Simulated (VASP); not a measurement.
Runs of VASP 6.6.1 on Ag. The structure is that of space group Fd-3m (No. 227), or close to it. The cells are those of the table. 

```tsv
task	cell	k mesh	cutoff (eV)	gap on the mesh (eV)	pressure (GPa)
single point	a = 4.476 Å, angles 60.0°, 2 atoms	10 × 10 × 10	520	none	0.0
single point	a = 4.649 Å, angles 60.0°, 2 atoms	10 × 10 × 10	520	none	(a)
single point	a = 4.593 Å, angles 60.0°, 2 atoms	10 × 10 × 10	520	none	-1.5
single point	a = 4.476 Å, angles 60.0°, 2 atoms	14 × 14 × 14	520	none	0.0
relaxation of cell and atoms	relaxed from a = 4.023 Å, angles 60.0°, 2 atoms	10 × 10 × 10	600	none	0.0
single point	a = 4.290 Å, angles 60.0°, 2 atoms	10 × 10 × 10	520	none	(b)
single point	a = 4.535 Å, angles 60.0°, 2 atoms	10 × 10 × 10	520	none	-0.8
single point	a = 4.416 Å, angles 60.0°, 2 atoms	10 × 10 × 10	520	none	1.1
```

Alike in all rows: level revPBE; potentials or basis VASP PAW PBE potentials, release 64 (Ag); no spin polarisation; smearing fermi-dirac 0.1 eV.

Task: Estimate the missing entries.

Result: (a) -2.0; (b) 4.3.

Caveats: the PAW data sets were made with another functional, which shifts forces and pressure a little.

A k mesh can miss the band edges, and the runs leave out spin-orbit coupling on Ag.

A gap of «none» marks levels without a gap at the run's occupations.
